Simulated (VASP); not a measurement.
# Al2BAs3 (R-3m) in VASP: further runs

The runs below take Al2BAs3 through single point, relaxation of cell and atoms, with PBE.

Everything below comes from runs of VASP 6.6.1. Logs are shortened: lines on timing, memory, paths and dates and some standing lists are left out, and cuts for length are marked.

**1. The cell of the first run**

Symmetry: R-3m, No. 166, trigonal system. Conventional cell: a = 5.010 Å, b = 5.010 Å, c = 13.351 Å, α = 90.00°, β = 90.00°, γ = 120.00°. Al (site symmetry 3m) has 3 B at 2.95 Å and 9 As at 2.98 to 3.18 Å and 4 Al at 3.13 to 3.24 Å within 3.9 Å. B (site symmetry -3m) has 6 As at 2.65 Å and 6 Al at 2.95 Å within 3.5 Å. Within 3.3 Å of As (site symmetry 2/m) lie 4 As at 2.50 Å and 2 B at 2.65 Å and 6 Al at 2.98 to 3.18 Å.

**2. Single point, PBE**

INCAR

```
  PREC = Accurate
  ENCUT = 520
  EDIFF = 1E-6
  ISMEAR = 0
  SIGMA = 0.1
  LREAL = F
  LASPH = T
  NELM = 60
  ALGO = Normal
  ISIF = 2
  LWAVE = F
  LCHARG = F
  GGA = PE
  NBANDS = 21
```

KPOINTS

```
regular mesh
0
Gamma
  6 6 6
```

POSCAR

```
Al2BAs3
1.0
    2.5049887000      1.4462559000      4.4501904200
   -2.5049887000      1.4462559000      4.4501904200
    0.0000000000     -2.8925118000      4.4501904200
Al B As
2 1 3
Direct
    0.8785759800      0.8785759800      0.8785759800
    0.1214240200      0.1214240200      0.1214240200
    0.5000000000      0.5000000000      0.5000000000
    0.5000000000      0.0000000000      0.5000000000
    0.5000000000      0.5000000000      0.0000000000
    0.0000000000      0.5000000000      0.5000000000
```

Potentials or basis: VASP PAW PBE potentials, release 64 (Al, B, As).

The run is started by

```sh
$ cat potpaw_PBE.64/Al/POTCAR potpaw_PBE.64/B/POTCAR potpaw_PBE.64/As/POTCAR > POTCAR
$ mpirun -np 1 vasp_std > vasp.out
```

OUTCAR:

```text
PREC = Accurate
   ENCUT = 520
   EDIFF = 1E-6
   ISMEAR = 0
   LREAL = F
   LASPH = T
   NELM = 60
   ISIF = 2
   GGA = PE

 ion  position               nearest neighbor table
   1  0.879  0.879  0.879-   4 2.98   6 2.98   4 2.98   6 2.98   5 2.98   5 2.98   2 3.13   2 3.13
                             2 3.13   2 3.24
   2  0.121  0.121  0.121-   4 2.98   6 2.98   6 2.98   4 2.98   5 2.98   5 2.98   1 3.13   1 3.13
                             1 3.13   1 3.24
   3  0.500  0.500  0.500-
   4  0.500  0.000  0.500-   5 2.50   5 2.50   6 2.50   6 2.50   2 2.98   1 2.98   1 2.98   2 2.98

   5  0.500  0.500  0.000-   4 2.50   6 2.50   4 2.50   6 2.50   1 2.98   2 2.98   1 2.98   2 2.98

   6  0.000  0.500  0.500-   5 2.50   5 2.50   4 2.50   4 2.50   1 2.98   2 2.98   1 2.98   2 2.98

  LATTYP: Found a trigonal (rhomboedric) cell.
 ALAT       =     5.3076189850
 COS(alpha) =     0.5545057940

  Lattice vectors:

 A1 = (   2.5049887000,   1.4462559000,   4.4501904200)
 A2 = (  -2.5049887000,   1.4462559000,   4.4501904200)
 A3 = (   0.0000000000,  -2.8925118000,   4.4501904200)

Analysis of symmetry for initial positions (statically):
=====================================================================
 Subroutine PRICEL returns:
 Original cell was already a primitive cell.

 Routine SETGRP: Setting up the symmetry group for a
 trigonal (rhombohedral) supercell.

 Subroutine GETGRP returns: Found 12 space group operations
 (whereof 12 operations were pure point group operations)
 out of a pool of 12 trial point group operations.

The static configuration has the point symmetry D_3d.

Analysis of symmetry for dynamics (positions and initial velocities):
=====================================================================
 Subroutine PRICEL returns:
 Original cell was already a primitive cell.

 Routine SETGRP: Setting up the symmetry group for a
 trigonal (rhombohedral) supercell.

 Subroutine GETGRP returns: Found 12 space group operations
 (whereof 12 operations were pure point group operations)
 out of a pool of 12 trial point group operations.

The dynamic configuration has the point symmetry D_3d.

 Subroutine INISYM returns: Found 12 space group operations
 (whereof 12 operations are pure point group operations),
 and found     1 'primitive' translations

----------------------------------------------------------------------------------------

                                     Primitive cell

  volume of cell :      96.7344

  direct lattice vectors                    reciprocal lattice vectors
     2.504988700  1.446255900  4.450190420     0.199601699  0.115240095  0.074903162
    -2.504988700  1.446255900  4.450190420    -0.199601699  0.115240095  0.074903162
     0.000000000 -2.892511800  4.450190420     0.000000000 -0.230480189  0.074903162

  length of vectors
     5.307618985  5.307618985  5.307618985     0.242346036  0.242346036  0.242346036

  position of ions in fractional coordinates (direct lattice)
     0.878575980  0.878575980  0.878575980
     0.121424020  0.121424020  0.121424020
     0.500000000  0.500000000  0.500000000
     0.500000000  0.000000000  0.500000000
     0.500000000  0.500000000  1.000000000
     0.000000000  0.500000000  0.500000000

  ion indices of the primitive-cell ions
   primitive index   ion index
                 1           1
                 2           2
                 3           3
                 4           4
                 5           5
                 6           6

----------------------------------------------------------------------------------------

 KPOINTS: regular mesh

Automatic generation of k-mesh.
 Grid dimensions read from file:
 generate k-points for:    6    6    6

 Generating k-lattice:

  Cartesian coordinates                     Fractional coordinates (reciprocal lattice)
     0.033266950  0.019206682  0.012483860     0.166666667  0.000000000 -0.000000000
    -0.033266950  0.019206682  0.012483860     0.000000000  0.166666667 -0.000000000
     0.000000000 -0.038413365  0.012483860    -0.000000000 -0.000000000  0.166666667

  Length of vectors
     0.040391006  0.040391006  0.040391006

  Shift w.r.t. Gamma in fractional coordinates (k-lattice)
     0.000000000  0.000000000  0.000000000

 Subroutine IBZKPT returns following result:
 ===========================================

 Found     32 irreducible k-points:

 Following reciprocal coordinates:
            Coordinates               Weight
  0.000000  0.000000  0.000000      1.000000
  0.166667  0.000000  0.000000      6.000000
  0.333333  0.000000  0.000000      6.000000
  0.500000  0.000000  0.000000      3.000000
  0.166667  0.166667  0.000000      6.000000
  0.333333  0.166667  0.000000     12.000000
[... 16 lines left out ...]
  0.500000  0.500000  0.166667      6.000000
 -0.333333  0.500000  0.166667     12.000000
 [... further k-points ...]
   k-points           NKPTS =     32   k-points in BZ     NKDIM =     32   number of bands    NBANDS=     21
   number of dos      NEDOS =    301   number of ions     NIONS =      6
   total plane-waves  NPLWV =  64000
   dimension x,y,z NGX =    40 NGY =   40 NGZ =   40
   dimension x,y,z NGXF=    80 NGYF=   80 NGZF=   80
   ions per type =               2   1   3
   NGX,Y,Z   is equivalent  to a cutoff of  12.53, 12.53, 12.53 a.u.
   NGXF,Y,Z  is equivalent  to a cutoff of  25.06, 25.06, 25.06 a.u.
 SYSTEM =  unknown system
   PREC   = accura    normal or accurate (medium, high low for compatibility)
   ISTART =      0    job   : 0-new  1-cont  2-samecut
   ICHARG =      2    charge: 1-file 2-atom 10-const
   ISPIN  =      1    spin polarized calculation?
   LNONCOLLINEAR =      F non collinear calculations
   LSORBIT =      F    spin-orbit coupling
   LASPH  =      T    aspherical Exc in radial PAW
   ENCUT  =  520.0 eV  38.22 Ry    6.18 a.u.   9.87  9.87  9.87*2*pi/ulx,y,z
   NELM   =     60;   NELMIN=  2; NELMDL= -5     # of ELM steps
   EDIFF  = 0.1E-05   stopping-criterion for ELM
   LREAL  =      F    real-space projection
   EDIFFG = 0.1E-04   stopping-criterion for IOM
   NSW    =      0    number of steps for IOM
   IBRION =     -1    ionic relax: 0-MD 1-quasi-New 2-CG
   NFREE  =      0    steps in history (QN), initial steepest desc. (CG)
   ISIF   =      2    stress and relaxation
   ISYM   =      2    0-nonsym 1-usesym 2-fastsym
   POTIM  = 0.5000    time-step for ionic-motion
   TEBEG  =    0.0;   TEEND  =   0.0 temperature during run
   PSTRESS=    0.0 pullay stress
   NELECT =      24.0000    total number of electrons
   NUPDOWN=      -1.0000    fix difference up-down
   EMIN   =  10.00;   EMAX   =-10.00  energy-range for DOS
   EFERMI =   0.00;   METHOD = LEGACY
   ISMEAR =     0;   SIGMA  =   0.10  broadening in eV -4-tet -1-fermi 0-gaus
   EFERMI_NEDOS =   21; number of points for ismear=-14 and -15
   IALGO  =     38    algorithm
   IMIX   =      4    mixing-type and parameters
     AMIX     =   0.40;   BMIX     =  1.00
     AMIX_MAG =   1.60;   BMIX_MAG =  1.00
  volume/ion in A,a.u.               =      16.12       108.80
  Fermi-wavevector in a.u.,A,eV,Ry     =   1.028691  1.943944 14.397759  1.058205
  Thomas-Fermi vector in A             =   2.162701
   LORBIT       =      0    0 simple, 1 ext, 2 COOP (PROOUT), +10 PAW based schemes
   GGA     = PE    functional components
   LHFCALC =     F    Hartree Fock is set to
   AEXX    =    0.0000 exact exchange contribution
   IVDW    =     0    specifies the selected vdW correction
   LEPSILON=     F    determine dielectric tensor
   LRPA    =     F    only Hartree local field effects (RPA)
 non-spin polarized calculation
 Gauss-broadening in eV      SIGMA  =   0.10
  energy-cutoff  :      520.00
  volume of cell :       96.73
 maximum number of plane-waves:      2624
   NGX = 19   NGY = 19   NGZ = 19

 number of electron      24.0000000 magnetization

 Free energy of the ion-electron system (eV)
  ---------------------------------------------------
  ext. energy  EPLUGINS =         0.00000000
  ---------------------------------------------------
  free energy    TOTEN  =       -22.65906258 eV

  energy without entropy =      -22.64959347  energy(sigma->0) =      -22.65432803

 E-fermi :   7.2615     XC(G=0): -10.6805

 val. band max:        7.2566112694   @ k =   0.5000   0.5000   0.5000
 cond. band min:       7.2853033999   @ k =   0.5000   0.5000   0.3333
 fundamental gap:      0.0286921304
 Fermi energy:         7.2615109803

 k-point     1 :       0.0000    0.0000    0.0000
  band No.  band energies     occupation
      1      -8.3722      2.00000
      2      -1.4592      2.00000
      3      -1.4592      2.00000
      4      -0.8843      2.00000
      5       1.0888      2.00000
      6       1.1844      2.00000
[... 13 lines left out ...]
     20      13.7785      0.00000
     21      13.7785      0.00000

 k-point     2 :       0.1667    0.0000    0.0000
  band No.  band energies     occupation
      1      -8.1699      2.00000
      2      -3.1163      2.00000
      3      -1.7083      2.00000
      4       0.1093      2.00000
      5       0.8415      2.00000
      6       1.6269      2.00000
[... 13 lines left out ...]
     20      12.0117      0.00000
     21      13.8408      0.00000

 k-point     3 :       0.3333    0.0000    0.0000
  band No.  band energies     occupation
      1      -7.5921      2.00000
      2      -4.8020      2.00000
      3      -2.0738      2.00000
      4      -0.1881      2.00000
      5       0.7397      2.00000
      6       1.9449      2.00000
[... 13 lines left out ...]
     20      12.2278      0.00000
     21      13.7868      0.00000

 k-point     4 :       0.5000    0.0000    0.0000
  band No.  band energies     occupation
      1      -7.0119      2.00000
      2      -5.7638      2.00000
      3      -2.2194      2.00000
      4      -0.3462      2.00000
      5       0.7648      2.00000
      6       1.6086      2.00000
[... 13 lines left out ...]
     20      12.5998      0.00000
     21      13.4575      0.00000

 k-point     5 :       0.1667    0.1667    0.0000
  band No.  band energies     occupation
      1      -8.1434      2.00000
      2      -3.0702      2.00000
      3      -1.8397      2.00000
      4      -0.0412      2.00000
      5       0.3121      2.00000
      6       1.7285      2.00000
[... 13 lines left out ...]
     20      12.1571      0.00000
     21      13.8326      0.00000

 k-point     6 :       0.3333    0.1667    0.0000
  band No.  band energies     occupation
      1      -7.7265      2.00000
      2      -4.3025      2.00000
      3      -2.4297      2.00000
      4      -0.2137      2.00000
      5       1.2158      2.00000
      6       1.4590      2.00000
[... 13 lines left out ...]
     20      12.2433      0.00000
     21      12.5038      0.00000

 k-point     7 :       0.5000    0.1667    0.0000
  band No.  band energies     occupation
      1      -7.0227      2.00000
      2      -5.5680      2.00000
      3      -2.8938      2.00000
      4      -0.0163      2.00000
      5       1.0849      2.00000
      6       1.7992      2.00000
[... 13 lines left out ...]
     20      12.6530      0.00000
     21      12.8182      0.00000
[... 291 lines left out ...]
      1      -7.5647      2.00000
      2      -4.4061      2.00000
      3      -2.5199      2.00000
      4      -1.3744      2.00000
      5       1.1817      2.00000
      6       1.5480      2.00000
[... 13 lines left out ...]
     20      12.2870      0.00000
     21      12.6985      0.00000

 k-point    21 :      -0.3333    0.3333    0.1667
  band No.  band energies     occupation
      1      -6.8903      2.00000
      2      -5.6203      2.00000
      3      -2.9906      2.00000
      4      -0.8689      2.00000
      5       1.1019      2.00000
      6       2.3786      2.00000
[... 13 lines left out ...]
     20      12.1751      0.00000
     21      12.8201      0.00000

 k-point    22 :      -0.1667    0.3333    0.1667
  band No.  band energies     occupation
      1      -7.0719      2.00000
      2      -5.4399      2.00000
      3      -2.9850      2.00000
      4       0.0057      2.00000
      5       0.9555      2.00000
      6       1.7458      2.00000
[... 13 lines left out ...]
     20      12.4940      0.00000
     21      12.6797      0.00000

 k-point    23 :       0.5000    0.5000    0.1667
  band No.  band energies     occupation
      1      -7.3442      2.00000
      2      -4.8370      2.00000
      3      -2.4036      2.00000
      4      -1.4166      2.00000
      5      -0.1122      2.00000
      6       1.8759      2.00000
[... 13 lines left out ...]
     20      11.7454      0.00000
     21      12.5663      0.00000

 k-point    24 :      -0.3333    0.5000    0.1667
  band No.  band energies     occupation
      1      -6.8421      2.00000
      2      -5.6033      2.00000
      3      -3.0679      2.00000
      4      -1.0007      2.00000
      5       0.9095      2.00000
      6       1.7329      2.00000
[... 13 lines left out ...]
     20      11.7629      0.00000
     21      12.6307      0.00000

 [... further k-points ...]
[... 5 lines left out ...]
  --------------------------------------------------------------------------------------
  -------------------------------------------------------------------------------------
  Total       10.3124979     10.3124979     -1.1582769     -0.0000000     -0.0000000      0.0000000
  in kB      170.8022933    170.8022933    -19.1841341     -0.0000000     -0.0000000      0.0000000
  external PRESSURE =     107.4734842 kB  Pullay stress =       0.0000000 kB

 VOLUME and BASIS-vectors are now :
 -----------------------------------------------------------------------------
  energy-cutoff  :      520.00
  volume of cell :       96.73
      direct lattice vectors                 reciprocal lattice vectors
     2.504988700  1.446255900  4.450190420     0.199601699  0.115240095  0.074903162
    -2.504988700  1.446255900  4.450190420    -0.199601699  0.115240095  0.074903162
     0.000000000 -2.892511800  4.450190420     0.000000000 -0.230480189  0.074903162

 POSITION                                       TOTAL-FORCE (eV/Angst)
 -----------------------------------------------------------------------------------
      0.00000      0.00000     11.72949         0.000000      0.000000     -0.418272
      0.00000      0.00000      1.62108         0.000000      0.000000      0.418272
      0.00000      0.00000      6.67529        -0.000000      0.000000     -0.000000
      1.25249     -0.72313      4.45019         0.000000     -0.000000     -0.000000
      0.00000      1.44626      4.45019        -0.000000     -0.000000     -0.000000
     -1.25249     -0.72313      4.45019         0.000000      0.000000     -0.000000
 -----------------------------------------------------------------------------------
    total drift:                                0.000000      0.000000     -0.000000

  FREE ENERGIE OF THE ION-ELECTRON SYSTEM (eV)
  ---------------------------------------------------
  free  energy   TOTEN  =       -22.6590625802 eV

  energy  without entropy=      -22.6495934713  energy(sigma->0) =      -22.65432803
```

Run time: 45 s. Hardware: 1 thread of AMD EPYC 7R13 (Zen 3), shared host; peak memory 0.22 GiB.

Results:

```
Free energy            : -22.6591 eV
Pressure               : 10.7 GPa
Largest force          : 0.418 eV/Å
Band gap on the k mesh : zero (band 12 reaches 8.42 eV, above the bottom of band 13 at 6.36 eV)
```

Forces in eV/Å, atoms in the order of the input:
```
Al   0.000  0.000 -0.418
Al   0.000  0.000  0.418
B    0.000  0.000  0.000
As   0.000  0.000  0.000
As   0.000  0.000  0.000
As   0.000  0.000  0.000
```

**3. Single point, PBE**

This run uses another cell than the first one, of 17.50 Å³/atom, 1.085 times its volume.

INCAR

```
SYSTEM = Al2BAs3
  PREC = Accurate
  ENCUT = 520
  EDIFF = 1E-6
  ISMEAR = 0
  SIGMA = 0.1
  LREAL = .FALSE.
  LASPH = .TRUE.
  NELM = 60
  ALGO = Normal
  ISIF = 2
  LWAVE = .FALSE.
  LCHARG = .TRUE.
  GGA = PE
  LELF = .TRUE.
  LVHAR = .TRUE.
  NBANDS = 21
```

KPOINTS

```
regular mesh
0
G
  6 6 6
  0 0 0
```

POSCAR

```
Al2BAs3
1.0
    3.1690535716      1.8296539327      3.0181437809
   -3.1690535716      1.8296539327      3.0181437809
    0.0000000000     -3.6593078653      3.0181437809
Al B As
2 1 3
Direct
    0.8625757358      0.8625757358      0.8625757358
    0.1374242642      0.1374242642      0.1374242642
    0.5000000000      0.5000000000      0.5000000000
    0.5000000000      0.0000000000      0.5000000000
    0.5000000000      0.5000000000      0.0000000000
    0.0000000000      0.5000000000      0.5000000000
```

Potentials or basis: VASP PAW PBE potentials, release 64 (Al, B, As).

The run is started by

```sh
$ cat potpaw_PBE.64/Al/POTCAR potpaw_PBE.64/B/POTCAR potpaw_PBE.64/As/POTCAR > POTCAR
$ mpirun -np 1 vasp_std > vasp.out
```

It took 39 s on 1 thread of AMD EPYC 7R13 (Zen 3), shared host; peak memory 0.21 GiB.

Results (log left out):

```
Free energy            : -25.1275 eV
Pressure               : 0.3 GPa
Largest force          : 0.038 eV/Å
Band gap on the k mesh : zero (band 12 reaches 8.02 eV, above the bottom of band 13 at 5.54 eV)
```

Forces on the atoms (eV/Å):
```
Al   0.000  0.000  0.038
Al   0.000  0.000 -0.038
B    0.000  0.000  0.000
As   0.000  0.000  0.000
As   0.000  0.000  0.000
As   0.000  0.000  0.000
```

Stress tensor (GPa, compression positive):
```
0.39 0.00 0.00
0.00 0.39 0.00
0.00 0.00 0.02
```

Levels at points of the mesh, in eV from the Fermi level:
| k point | band 9 | band 10 | band 11 | band 12 | band 13 | band 14 | band 15 | band 16 |
| --- | --- | --- | --- | --- | --- | --- | --- | --- |
| (0.00, 0.00, 0.00) | -1.93 | -1.78 | -1.78 | -0.11 | -0.11 | 1.00 | 1.45 | 1.45 |
| (0.50, 0.00, 0.00) | -2.74 | -2.21 | -1.93 | 0.14 | 0.19 | 0.67 | 1.95 | 2.28 |
| (0.50, 0.50, 0.00) | -2.39 | -2.21 | -1.05 | 0.31 | 0.90 | 1.55 | 1.62 | 2.01 |
| (0.50, 0.50, 0.50) | 0.66 | 0.66 | 1.40 | 1.94 | 1.94 | 1.99 | 1.99 | 2.59 |

(Continued in part 2 of 2.)
